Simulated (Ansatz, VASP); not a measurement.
## I in VASP and in Ansatz

The input INCAR:

```
  PREC = Accurate
  ENCUT = 520
  EDIFF = 1E-6
  ISMEAR = 0
  SIGMA = 0.1
  LREAL = False
  LASPH = True
  NELM = 60
  ALGO = Normal
  ISIF = 2
  LWAVE = False
  LCHARG = False
  GGA = PE
  NBANDS = 10
```

The input KPOINTS:

```
Automatic mesh
0
Gamma
  18 18 18
```

File POSCAR:

```
I
1.0
   -1.5171737280      1.5171737280      4.3842226240
    1.5171737280     -1.5171737280      4.3842226240
    1.5171737280      1.5171737280     -4.3842226240
I
1
Direct
    0.0000000000      0.0000000000      0.0000000000
```

Input for Ansatz:

```yaml
crystal:
  lattice:
    - [-1.517173728, 1.517173728, 4.384222624]
    - [1.517173728, -1.517173728, 4.384222624]
    - [1.517173728, 1.517173728, -4.384222624]
  atoms:
    - { symbol: I, position: [0.0, 0.0, 0.0] }
basis:
  ecutwfc: 420
kpoints:
  mp_grid: { grid: [18, 18, 18] }
hamiltonian:
  xc: pbe
scf:
  occupations: { method: gaussian, width: 0.1 }
output:
  forces: true
  stress: true
  eigenvalues: true
```

Alike in both runs: task single point; functional PBE; k mesh 18 × 18 × 18; occupations gaussian, width 0.1 eV; no spin polarisation.

|  | VASP | Ansatz |
| --- | --- | --- |
| version | VASP 6.6.1 | Ansatz 0.2.0 |
| potentials or method | VASP PAW PBE potentials, release 64 (I), cutoff 520 eV | scalar-relativistic, plane waves, PAW |
| valence electrons in the cell | 7 | 17 |

|  | VASP | Ansatz | Ansatz less VASP |
| --- | --- | --- | --- |
| gap on the k mesh at the Fermi level (eV) | none | none | - |
| pressure (GPa) | 6.5 | 6.6 | +0.05 |
| traceless stress, the component that is largest in VASP (GPa) | -6.46 | -6.51 | -0.047 |

A gap of «none» marks a metal or a gap that the smearing closes. VASP's potentials hold 7 valence electrons a cell and Ansatz's 17, so a difference there can come from the potentials and not from the codes.

Spin-orbit coupling is off throughout.
